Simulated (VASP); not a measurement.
# Zr (I4_1/amd) in VASP: a series of runs

The runs below take Zr through single point, relaxation of shape and atoms at fixed volume, with PBE.

All numbers are computed with VASP 6.6.1; they aren't measurements. Logs are shortened: lines on timing, memory, paths and dates and some standing lists are left out, and cuts for length are marked.

## (1) The cell of the first run

It takes space group I4_1/amd (No. 141, tetragonal). The conventional cell has a = 5.350 Å, b = 5.350 Å, c = 2.969 Å, α = 90.00°, β = 90.00°, γ = 90.00°. Zr (site symmetry -4m2) has 10 Zr at 2.78 to 3.48 Å within 3.7 Å.

## (2) Single point, PBE

Contents of INCAR:

```
SYSTEM = Zr
PREC = Accurate ; ENCUT = 500
EDIFF = 1E-6 ; ISMEAR = -1
SIGMA = 0.1 ; LREAL = .FALSE.
LASPH = .TRUE. ; NELM = 120
ALGO = Normal ; ISIF = 2
LWAVE = .FALSE. ; LCHARG = .FALSE.
GGA = PE ; NBANDS = 19
GGA_COMPAT = .FALSE.
```

Contents of KPOINTS:

```
regular mesh
0
G
  14 14 14
  0 0 0
```

Contents of POSCAR:

```
Zr
1.0
   -2.6748592041      2.6748592041      1.4845867015
    2.6748592041     -2.6748592041      1.4845867015
    2.6748592041      2.6748592041     -1.4845867015
Zr
2
Direct
   -0.3750000000     -0.1250000000     -0.2500000000
    0.3750000000      0.1250000000      0.2500000000
```

Potentials or basis: VASP PAW PBE potentials, release 64 (Zr_sv).

On the command line:

```bash
$ cat potpaw_PBE.64/Zr_sv/POTCAR > POTCAR
$ mpirun -np 1 vasp_std > vasp.out
```

OUTCAR:

```text
SYSTEM = Zr
   PREC = Accurate
   ENCUT = 500
   EDIFF = 1E-6
   ISMEAR = -1
   LREAL = .FALSE.
   LASPH = .TRUE.
   NELM = 120
   ISIF = 2
   GGA = PE

 ion  position               nearest neighbor table
   1  0.625  0.875  0.750-   2 2.78   2 2.78   2 2.78   2 2.78   2 3.48   2 3.48   2 3.48   2 3.48

   2  0.375  0.125  0.250-   1 2.78   1 2.78   1 2.78   1 2.78   1 3.48   1 3.48   1 3.48   1 3.48

  LATTYP: Found a body centered tetragonal cell.
 ALAT       =     5.3497184082
 C/A-ratio  =     0.5550148954

  Lattice vectors:

 A1 = (  -2.6748592041,   2.6748592041,   1.4845867015)
 A2 = (   2.6748592041,  -2.6748592041,   1.4845867015)
 A3 = (   2.6748592041,   2.6748592041,  -1.4845867015)

Analysis of symmetry for initial positions (statically):
=====================================================================
 Subroutine PRICEL returns:
 Original cell was already a primitive cell.

 Routine SETGRP: Setting up the symmetry group for a
 body centered tetragonal supercell.

 Subroutine GETGRP returns: Found 16 space group operations
 (whereof  4 operations were pure point group operations)
 out of a pool of 16 trial point group operations.

The static configuration has the point symmetry C_2h.
 The point group associated with its full space group is D_4h.

Analysis of symmetry for dynamics (positions and initial velocities):
=====================================================================
 Subroutine PRICEL returns:
 Original cell was already a primitive cell.

 Routine SETGRP: Setting up the symmetry group for a
 body centered tetragonal supercell.

 Subroutine GETGRP returns: Found 16 space group operations
 (whereof  4 operations were pure point group operations)
 out of a pool of 16 trial point group operations.

The dynamic configuration has the point symmetry C_2h.
 The point group associated with its full space group is D_4h.

 Subroutine INISYM returns: Found 16 space group operations
 (whereof  4 operations are pure point group operations),
 and found     1 'primitive' translations

----------------------------------------------------------------------------------------

                                     Primitive cell

  volume of cell :      42.4881

  direct lattice vectors                    reciprocal lattice vectors
    -2.674859204  2.674859204  1.484586702     0.000000000  0.186925726  0.336794072
     2.674859204 -2.674859204  1.484586702     0.186925726  0.000000000  0.336794072
     2.674859204  2.674859204 -1.484586702     0.186925726  0.186925726  0.000000000

  length of vectors
     4.063710275  4.063710275  4.063710275     0.385190179  0.385190179  0.264352898

  position of ions in fractional coordinates (direct lattice)
     0.625000000  0.875000000  0.750000000
     0.375000000  0.125000000  0.250000000

  ion indices of the primitive-cell ions
   primitive index   ion index
                 1           1
                 2           2

----------------------------------------------------------------------------------------

 KPOINTS: regular mesh

Automatic generation of k-mesh.
 Grid dimensions read from file:
 generate k-points for:   14   14   14

 Generating k-lattice:

  Cartesian coordinates                     Fractional coordinates (reciprocal lattice)
     0.000000000  0.013351838  0.024056719     0.071428571 -0.000000000  0.000000000
     0.013351838  0.000000000  0.024056719    -0.000000000  0.071428571  0.000000000
     0.013351838  0.013351838  0.000000000     0.000000000  0.000000000  0.071428571

  Length of vectors
     0.027513584  0.027513584  0.018882350

  Shift w.r.t. Gamma in fractional coordinates (k-lattice)
     0.000000000  0.000000000  0.000000000

 Subroutine IBZKPT returns following result:
 ===========================================

 Found    244 irreducible k-points:

 Following reciprocal coordinates:
            Coordinates               Weight
  0.000000  0.000000  0.000000      1.000000
  0.071429  0.000000 -0.000000      8.000000
  0.142857  0.000000 -0.000000      8.000000
  0.214286  0.000000 -0.000000      8.000000
  0.285714  0.000000  0.000000      8.000000
  0.357143  0.000000 -0.000000      8.000000
[... 16 lines left out ...]
  0.214286  0.142857 -0.000000     16.000000
  0.285714  0.142857 -0.000000     16.000000
 [... further k-points ...]
   k-points           NKPTS =    244   k-points in BZ     NKDIM =    244   number of bands    NBANDS=     19
   number of dos      NEDOS =    301   number of ions     NIONS =      2
   total plane-waves  NPLWV =  27000
   dimension x,y,z NGX =    30 NGY =   30 NGZ =   30
   dimension x,y,z NGXF=    60 NGYF=   60 NGZF=   60
   ions per type =               2
   NGX,Y,Z   is equivalent  to a cutoff of  12.27, 12.27, 12.27 a.u.
   NGXF,Y,Z  is equivalent  to a cutoff of  24.55, 24.55, 24.55 a.u.
 SYSTEM =  Zr
   PREC   = accura    normal or accurate (medium, high low for compatibility)
   ISTART =      0    job   : 0-new  1-cont  2-samecut
   ICHARG =      2    charge: 1-file 2-atom 10-const
   ISPIN  =      1    spin polarized calculation?
   LNONCOLLINEAR =      F non collinear calculations
   LSORBIT =      F    spin-orbit coupling
   LASPH  =      T    aspherical Exc in radial PAW
   ENCUT  =  500.0 eV  36.75 Ry    6.06 a.u.   7.41  7.41  7.41*2*pi/ulx,y,z
   NELM   =    120;   NELMIN=  2; NELMDL= -5     # of ELM steps
   EDIFF  = 0.1E-05   stopping-criterion for ELM
   LREAL  =      F    real-space projection
   EDIFFG = 0.1E-04   stopping-criterion for IOM
   NSW    =      0    number of steps for IOM
   IBRION =     -1    ionic relax: 0-MD 1-quasi-New 2-CG
   NFREE  =      0    steps in history (QN), initial steepest desc. (CG)
   ISIF   =      2    stress and relaxation
   ISYM   =      2    0-nonsym 1-usesym 2-fastsym
   POTIM  = 0.5000    time-step for ionic-motion
   TEBEG  =    0.0;   TEEND  =   0.0 temperature during run
   PSTRESS=    0.0 pullay stress
   NELECT =      24.0000    total number of electrons
   NUPDOWN=      -1.0000    fix difference up-down
   EMIN   =  10.00;   EMAX   =-10.00  energy-range for DOS
   EFERMI =   0.00;   METHOD = LEGACY
   ISMEAR =    -1;   SIGMA  =   0.10  broadening in eV -4-tet -1-fermi 0-gaus
   EFERMI_NEDOS =   21; number of points for ismear=-14 and -15
   IALGO  =     38    algorithm
   IMIX   =      4    mixing-type and parameters
     AMIX     =   0.40;   BMIX     =  1.00
     AMIX_MAG =   1.60;   BMIX_MAG =  1.00
  volume/ion in A,a.u.               =      21.24       143.36
  Fermi-wavevector in a.u.,A,eV,Ry     =   1.353286  2.557339 24.917461  1.831382
  Thomas-Fermi vector in A             =   2.480554
   LORBIT       =      0    0 simple, 1 ext, 2 COOP (PROOUT), +10 PAW based schemes
   GGA     = PE    functional components
   LHFCALC =     F    Hartree Fock is set to
   AEXX    =    0.0000 exact exchange contribution
   IVDW    =     0    specifies the selected vdW correction
   LEPSILON=     F    determine dielectric tensor
   LRPA    =     F    only Hartree local field effects (RPA)
 non-spin polarized calculation
  energy-cutoff  :      500.00
  volume of cell :       42.49
 maximum number of plane-waves:      1125
 NGX is ok and might be reduce to    30
   NGX = 15   NGY = 15   NGZ = 15

 number of electron      24.0000000 magnetization

 Free energy of the ion-electron system (eV)
  ---------------------------------------------------
  ext. energy  EPLUGINS =         0.00000000
  ---------------------------------------------------
  free energy    TOTEN  =       -15.97685596 eV

  energy without entropy =      -15.88427999  energy(sigma->0) =      -15.93056798

 E-fermi :   9.5947     XC(G=0): -11.4566

 val. band max:        9.5891315516   @ k =  -0.2857   0.1429   0.0000
 cond. band min:       9.5966252584   @ k =   0.4286   0.1429   0.0714
 fundamental gap:      0.0074937068
 Fermi energy:         9.5946883433

 k-point     1 :       0.0000    0.0000    0.0000
  band No.  band energies     occupation
      1     -38.8314      2.00000
      2     -38.3363      2.00000
      3     -17.4417      2.00000
      4     -17.4417      2.00000
      5     -16.0955      2.00000
      6     -16.0738      2.00000
[... 11 lines left out ...]
     18      16.2981      0.00000
     19      16.4726      0.00000

 k-point     2 :       0.0714    0.0000   -0.0000
  band No.  band energies     occupation
      1     -38.8205      2.00000
      2     -38.3361      2.00000
      3     -17.4376      2.00000
      4     -17.4165      2.00000
      5     -16.1593      2.00000
      6     -16.1308      2.00000
[... 11 lines left out ...]
     18      16.1955      0.00000
     19      16.3627      0.00000

 k-point     3 :       0.1429    0.0000   -0.0000
  band No.  band energies     occupation
      1     -38.7895      2.00000
      2     -38.3361      2.00000
      3     -17.4258      2.00000
      4     -17.3467      2.00000
      5     -16.3242      2.00000
      6     -16.2777      2.00000
[... 11 lines left out ...]
     18      15.9503      0.00000
     19      16.4828      0.00000

 k-point     4 :       0.2143    0.0000   -0.0000
  band No.  band energies     occupation
      1     -38.7430      2.00000
      2     -38.3376      2.00000
      3     -17.4084      2.00000
      4     -17.2523      2.00000
      5     -16.5568      2.00000
      6     -16.4614      2.00000
[... 11 lines left out ...]
     18      15.5628      0.00000
     19      16.5583      0.00000

 k-point     5 :       0.2857    0.0000    0.0000
  band No.  band energies     occupation
      1     -38.6882      2.00000
      2     -38.3418      2.00000
      3     -17.3887      2.00000
      4     -17.1787      2.00000
      5     -16.7978      2.00000
      6     -16.6225      2.00000
[... 11 lines left out ...]
     18      15.0238      0.00000
     19      16.4270      0.00000

 k-point     6 :       0.3571    0.0000   -0.0000
  band No.  band energies     occupation
      1     -38.6346      2.00000
      2     -38.3497      2.00000
      3     -17.3704      2.00000
      4     -17.2041      2.00000
      5     -16.9841      2.00000
      6     -16.6766      2.00000
[... 11 lines left out ...]
     18      14.3261      0.00000
     19      16.1497      0.00000

 k-point     7 :       0.4286    0.0000   -0.0000
  band No.  band energies     occupation
      1     -38.5934      2.00000
      2     -38.3589      2.00000
      3     -17.3575      2.00000
      4     -17.2956      2.00000
      5     -17.0955      2.00000
      6     -16.6253      2.00000
[... 11 lines left out ...]
     18      15.1960      0.00000
     19      16.1845      0.00000

 k-point     8 :       0.5000    0.0000    0.0000
  band No.  band energies     occupation
      1     -38.5774      2.00000
      2     -38.3635      2.00000
      3     -17.3529      2.00000
      4     -17.3376      2.00000
      5     -17.1342      2.00000
      6     -16.5780      2.00000
[... 256 lines left out ...]
 k-point    20 :      -0.1429    0.0714    0.0000
  band No.  band energies     occupation
      1     -38.8084      2.00000
      2     -38.3484      2.00000
      3     -17.4311      2.00000
      4     -17.3688      2.00000
      5     -16.2177      2.00000
      6     -16.1296      2.00000
[... 11 lines left out ...]
     18      15.6336      0.00000
     19      15.9499      0.00000

 k-point    21 :      -0.0714    0.0714    0.0000
  band No.  band energies     occupation
      1     -38.8252      2.00000
      2     -38.3425      2.00000
      3     -17.4283      2.00000
      4     -17.4275      2.00000
      5     -16.1326      2.00000
      6     -16.0718      2.00000
[... 11 lines left out ...]
     18      15.8069      0.00000
     19      16.2693      0.00000

 k-point    22 :       0.1429    0.1429   -0.0000
  band No.  band energies     occupation
      1     -38.7064      2.00000
      2     -38.3235      2.00000
      3     -17.3263      2.00000
      4     -17.3013      2.00000
      5     -16.7316      2.00000
      6     -16.6886      2.00000
[... 11 lines left out ...]
     18      15.4270      0.00000
     19      16.6702      0.00000

 k-point    23 :       0.2143    0.1429   -0.0000
  band No.  band energies     occupation
      1     -38.6557      2.00000
      2     -38.3285      2.00000
      3     -17.3407      2.00000
      4     -17.2521      2.00000
      5     -16.9019      2.00000
      6     -16.8414      2.00000
[... 11 lines left out ...]
     18      14.9344      0.00000
     19      16.6361      0.00000

 k-point    24 :       0.2857    0.1429   -0.0000
  band No.  band energies     occupation
      1     -38.6097      2.00000
      2     -38.3426      2.00000
      3     -17.3930      2.00000
      4     -17.2373      2.00000
      5     -17.0331      2.00000
      6     -16.8462      2.00000
[... 11 lines left out ...]
     18      15.5597      0.00000
     19      16.6068      0.00000

 [... further k-points ...]
[... 5 lines left out ...]
  --------------------------------------------------------------------------------------
  -------------------------------------------------------------------------------------
  Total        2.6945940      2.6945940      2.6605625     -0.0000000     -0.0000000     -0.0000000
  in kB      101.6100135    101.6100135    100.3267233     -0.0000000     -0.0000000     -0.0000000
  external PRESSURE =     101.1822501 kB  Pullay stress =       0.0000000 kB

 VOLUME and BASIS-vectors are now :
 -----------------------------------------------------------------------------
  energy-cutoff  :      500.00
  volume of cell :       42.49
      direct lattice vectors                 reciprocal lattice vectors
    -2.674859204  2.674859204  1.484586702     0.000000000  0.186925726  0.336794072
     2.674859204 -2.674859204  1.484586702     0.186925726  0.000000000  0.336794072
     2.674859204  2.674859204 -1.484586702     0.186925726  0.186925726  0.000000000

 POSITION                                       TOTAL-FORCE (eV/Angst)
 -----------------------------------------------------------------------------------
      2.67486      1.33743      1.11344        -0.000000      0.000000     -0.000000
      0.00000      1.33743      0.37115         0.000000     -0.000000      0.000000
 -----------------------------------------------------------------------------------
    total drift:                                0.000000     -0.000000      0.000000

  FREE ENERGIE OF THE ION-ELECTRON SYSTEM (eV)
  ---------------------------------------------------
  free  energy   TOTEN  =       -15.9768559630 eV

  energy  without entropy=      -15.8842799908  energy(sigma->0) =      -15.93056798
```

Run time: 2.9 min. Hardware: 1 thread of Intel Xeon Platinum 8375C at 2.90GHz (Ice Lake), shared host; peak memory 0.28 GiB.

What came out:

```
Free energy            : -15.9769 eV
Pressure               : 10.1 GPa
Band gap on the k mesh : zero (bands 12 and 13 overlap by 1.06 eV)
```

Caveat: the cell stands under pressure.

## (3) Single point, PBE (21.24 Å³/atom)

Contents of INCAR:

```
ALGO = Normal
EDIFF = 1E-6
ENCUT = 500
GGA = PE
GGA_COMPAT = False
ISIF = 2
ISMEAR = -1
LASPH = True
LCHARG = False
LREAL = False
LWAVE = False
NBANDS = 19
NELM = 120
PREC = Accurate
SIGMA = 0.1
```

Contents of KPOINTS:

```
k-points
0
Gamma
  14 14 14
```

Contents of POSCAR:

```
Zr
1.0
   -2.6748592041      2.6748592041      1.4845867016
    2.6748592041     -2.6748592041      1.4845867016
    2.6748592041      2.6748592041     -1.4845867016
Zr
2
Direct
   -0.3750000000     -0.1250000000     -0.2500000000
    0.3750000000      0.1250000000      0.2500000000
```

Potentials or basis: VASP PAW PBE potentials, release 64 (Zr_sv).

On the command line:

```bash
$ cat potpaw_PBE.64/Zr_sv/POTCAR > POTCAR
$ mpirun -np 1 vasp_std > vasp.out
```

Run time: 2.8 min. Hardware: 1 thread of Intel Xeon Platinum 8375C at 2.90GHz (Ice Lake), shared host; peak memory 0.28 GiB.

The run converged. Its results:

| Property | Result |
| --- | --- |
| Free energy | -15.9769 eV |
| Pressure | 10.1 GPa |
| Band gap on the k mesh | zero (bands 12 and 13 overlap by 1.06 eV) |

Stress tensor (GPa, compression positive):
```
10.16  0.00  0.00
 0.00 10.16  0.00
 0.00  0.00 10.03
```

Levels at points of the mesh, in eV from the Fermi level:
| k point | band 9 | band 10 | band 11 | band 12 | band 13 | band 14 | band 15 | band 16 |
| --- | --- | --- | --- | --- | --- | --- | --- | --- |
| (0.00, 0.00, 0.00) | -5.20 | -3.39 | -1.32 | -0.81 | 0.07 | 3.41 | 3.41 | 3.50 |
| (0.50, 0.00, 0.00) | -2.52 | -2.52 | -1.05 | -0.17 | 1.54 | 1.73 | 2.00 | 3.55 |
| (0.50, 0.50, 0.00) | -2.56 | -2.56 | -0.60 | -0.60 | 0.94 | 0.94 | 2.59 | 2.59 |
| (0.50, 0.50, 0.50) | -2.24 | -2.24 | 0.10 | 0.10 | 1.14 | 1.14 | 3.07 | 3.07 |

Caveat: the cell stands under pressure.

## (4) Relaxation of shape and atoms at fixed volume, PBE

This run uses another cell than the first one, of 9.44 Å³/atom.

Contents of INCAR:

```
SYSTEM = Zr
  ALGO = Normal
  EDIFF = 1E-7
  EDIFFG = -0.005
  ENCUT = 500
  GGA = PE
  GGA_COMPAT = .FALSE.
  IBRION = 2
  ISIF = 4
  ISMEAR = -1
  LASPH = .TRUE.
  LCHARG = .FALSE.
  LREAL = .FALSE.
  LWAVE = .FALSE.
  NELM = 120
  NELMIN = 4
  NSW = 50
  PREC = Accurate
  SIGMA = 0.1
```

Contents of KPOINTS:

```
k-points
0
G
  14 14 14
  0 0 0
```

Contents of POSCAR:

```
Zr
1.0
   -2.0458854605      2.0458854605      1.1278783756
    2.0458854605     -2.0458854605      1.1278783756
    2.0458854605      2.0458854605     -1.1278783756
Zr
2
Direct
   -0.3750000000     -0.1250000000     -0.2500000000
    0.3750000000      0.1250000000      0.2500000000
```

On the command line:

```bash
$ cat potpaw_PBE.64/Zr_sv/POTCAR > POTCAR
$ mpirun -np 1 vasp_std > vasp.out
```

It took 1.9 min on 1 thread of Intel Xeon Platinum 8375C at 2.90GHz (Ice Lake), shared host; peak memory 0.18 GiB.

It converged, with:

```yaml
Free_energy: 1.1236 eV
Energy_gained_by_relaxing: 0.5 meV/atom
Ionic_steps: 3
Pressure_after_relaxing: 429.3 GPa
Band_gap_on_the_k_mesh: zero (bands 12 and 13 overlap by 3.91 eV)
```

Step by step:
```tsv
step	energy change (eV)	largest force (eV/Å)	pressure (GPa)	volume (Å³)
1	0.0000	0.0000	429.29	18.88
2	0.0070	0.0000	429.38	18.88
3	-0.0011	0.0000	429.27	18.88
```

Final structure:
```
CELL_PARAMETERS angstrom
-2.04276 2.04276 1.13134
2.04276 -2.04276 1.13134
2.04276 2.04276 -1.13134
ATOMIC_POSITIONS crystal
Zr 0.62500 0.87500 0.75000
Zr 0.37500 0.12500 0.25000
```

Levels at points of the mesh, in eV from the Fermi level:
```csv
k point,band 8,band 9,band 10,band 11,band 12,band 13,band 14,band 15,band 16
"(0.00, 0.00, 0.00)",-23.07,-11.00,-4.98,-3.41,-3.23,-2.42,3.46,3.46,4.20
"(0.50, 0.00, 0.00)",-23.24,-7.60,-6.80,-4.04,0.10,0.57,3.54,3.82,7.42
"(0.50, 0.50, 0.00)",-23.20,-4.97,-4.97,-1.93,-1.93,2.79,2.79,8.55,8.55
"(0.50, 0.50, 0.50)",-21.52,-3.39,-3.39,0.01,0.01,3.81,3.81,4.12,4.12
```
